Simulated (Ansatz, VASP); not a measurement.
# KMo3: VASP beside Ansatz

Contents of INCAR:

```
SYSTEM = KMo3
ALGO     = Normal         ! electronic algorithm
EDIFF    = 1E-6           ! SCF threshold, eV
EDIFFG   = -0.04          ! ionic threshold
ENCUT    = 600            ! plane-wave cutoff, eV
GGA      = PE             ! functional
IBRION   = 2              ! ionic algorithm
ISIF     = 3              ! what is computed and relaxed
ISMEAR   = 0              ! smearing method
LASPH    = .True.         ! aspherical terms in the spheres
LCHARG   = .False.        ! write CHGCAR
LREAL    = .False.        ! projectors in reciprocal space
LWAVE    = .False.        ! write WAVECAR
NELM     = 60             ! most SCF steps
NSW      = 90             ! ionic steps
PREC     = Accurate       ! precision mode
SIGMA    = 0.1            ! smearing width, eV
```

KPOINTS

```
k-points
0
Gamma
  4 4 4
  0 0 0
```

POSCAR

```
KMo3
1.0
    4.2739383498      0.0000000000      0.0000000000
    0.0000000000      4.2739383498      0.0000000000
    0.0000000000      0.0000000000      4.2300082288
K Mo
1 3
Direct
    0.0000000000      0.0000000000      0.0000000000
    0.0000000000      0.5000000000      0.5000000000
    0.5000000000      0.0000000000      0.5000000000
    0.5000000000      0.5000000000      0.0000000000
```

Input for Ansatz:

```yaml
crystal:
  lattice:
    - [4.2739383498, 0.0, 0.0]
    - [0.0, 4.2739383498, 0.0]
    - [0.0, 0.0, 4.2300082288]
  atoms:
    - { symbol: K, position: [0.0, 0.0, 0.0] }
    - { symbol: Mo, position: [0.0, 0.5, 0.5] }
    - { symbol: Mo, position: [0.5, 0.0, 0.5] }
    - { symbol: Mo, position: [0.5, 0.5, 0.0] }
basis:
  ecutwfc: 420
kpoints:
  mp_grid: { grid: [4, 4, 4] }
hamiltonian:
  xc: pbe
scf:
  occupations: { method: gaussian, width: 0.1 }
  lower_state_search: "off"
output:
  forces: true
  stress: true
  eigenvalues: true
relax:
  adjacent_minimum: "off"
  f_tol: 0.04
  max_steps: 70
  cell: { stress_tol: 0.4 }
```

Alike in both runs: task relaxation of cell and atoms; functional PBE; k mesh 4 × 4 × 4; occupations gaussian, width 0.1 eV; no spin polarisation.

```csv
,VASP,Ansatz
version,VASP 6.6.1,Ansatz 0.2.0
potentials or method,"VASP PAW PBE potentials, release 64 (K_sv, Mo_sv), cutoff 600 eV","scalar-relativistic, plane waves, PAW"
valence electrons in the cell,51,51
```

|  | VASP | Ansatz | Ansatz less VASP |
| --- | --- | --- | --- |
| gap on the k mesh at the Fermi level, each at its own relaxed structure (eV) | none | none | - |
| relaxed volume (Å³/atom) | 17.80 | 17.71 | -0.091 |
| relaxed length of the cell vector where the two differ most in proportion (Å) | 3.063 | 3.054 | -0.0098 |

A gap of «none» marks a metal or a gap that the smearing closes.

The k mesh is coarse, so the values compare programs but aren't converged.
